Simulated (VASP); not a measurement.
Here is a VASP 6.6.1 calculation.

File INCAR:

```
ALGO = Normal
EDIFF = 1E-6
ENCUT = 520
GGA = PE
ISIF = 2
ISMEAR = -1
ISPIN = 2
LASPH = T
LCHARG = F
LMAXMIX = 4
LORBIT = 11
LREAL = F
LWAVE = F
MAGMOM = 1 0
NBANDS = 20
NELM = 150
PREC = Accurate
SIGMA = 0.05
```

The input KPOINTS:

```
k-points
0
Gamma
  10 10 10
```

File POSCAR:

```
NiF
1.0
    0.0000000000      2.3348415800      2.3348415800
    2.3348415800      0.0000000000      2.3348415800
    2.3348415800      2.3348415800      0.0000000000
Ni F
1 1
Direct
    0.0000000000      0.0000000000      0.0000000000
    0.7500000000      0.7500000000      0.7500000000
```

Potentials or basis: VASP PAW PBE potentials, release 64 (Ni, F).

The run is started by

```sh
$ cat potpaw_PBE.64/Ni/POTCAR potpaw_PBE.64/F/POTCAR > POTCAR
$ mpirun -np 1 vasp_std > vasp.out
```

Question: What does it give for the net moment?

Answer: 1.16 μB per cell.

Question: What does it give for the site moments?

Answer: Ni +1.13; F +0.07 μB.

Caveat: a cell with one magnetic atom can't hold antiferromagnetic order, which such compounds often take.
